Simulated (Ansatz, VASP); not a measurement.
Two plane-wave programs on CaO

The input INCAR:

```
SYSTEM = CaO
PREC = Accurate
ENCUT = 600
EDIFF = 1E-6
ISMEAR = 0
SIGMA = 0.02
LREAL = .False.
LASPH = .True.
NELM = 100
ALGO = Normal
ISIF = 3
LWAVE = .False.
LCHARG = .False.
GGA = PE
IBRION = 2
NSW = 100
EDIFFG = -0.01
```

The input KPOINTS:

```
Automatic mesh
0
Gamma
  12 12 8
  0 0 0
```

POSCAR

```
CaO
1.0
    3.3004901390      0.0000000000      0.0000000000
   -1.6502450695      2.8583083053      0.0000000000
    0.0000000000      0.0000000000      2.9987052257
Ca O
1 1
Direct
    0.0000000000      0.0000000000      0.0000000000
    0.3333333333      0.6666666667      0.5000000000
```

Input for Ansatz:

```yaml
crystal:
  lattice:
    - [3.300490139, 0.0, 0.0]
    - [-1.6502450695, 2.8583083053, 0.0]
    - [0.0, 0.0, 2.9987052257]
  atoms:
    - { symbol: Ca, position: [0.0, 0.0, 0.0] }
    - { symbol: O, position: [0.3333333333, 0.6666666667, 0.5] }
basis:
  ecutwfc: 420
kpoints:
  mp_grid: { grid: [12, 12, 8] }
hamiltonian:
  xc: pbe
scf:
  occupations: { method: gaussian, width: 0.02 }
output:
  forces: true
  stress: true
  eigenvalues: true
relax:
  adjacent_minimum: "off"
  f_tol: 0.01
  max_steps: 80
  cell: { stress_tol: 0.05 }
```

Change from the starting cell: species swapped into the TcRu type (P-6m2, No. 187).

Alike in both runs: task relaxation of cell and atoms; functional PBE; k mesh 12 × 12 × 8; occupations gaussian, width 0.02 eV; no spin polarisation.

|  | VASP | Ansatz |
| --- | --- | --- |
| version | VASP 6.6.1 | Ansatz 0.2.0 |
| potentials or method | VASP PAW PBE potentials, release 64 (Ca_sv, O), cutoff 600 eV | scalar-relativistic, plane waves, PAW |
| valence electrons in the cell | 16 | 16 |

VASP gave:

```
gap on the k mesh at the Fermi level, each at its own relaxed structure (eV) : 3.31
relaxed volume (Å³/atom)                                                     : 14.20
relaxed cell length with the largest relative difference (Å)                 : 3.004
```

Which values does Ansatz return?

gap on the k mesh at the Fermi level, each at its own relaxed structure (eV): 3.33; relaxed volume (Å³/atom): 14.14; relaxed cell length with the largest relative difference (Å): 2.999.
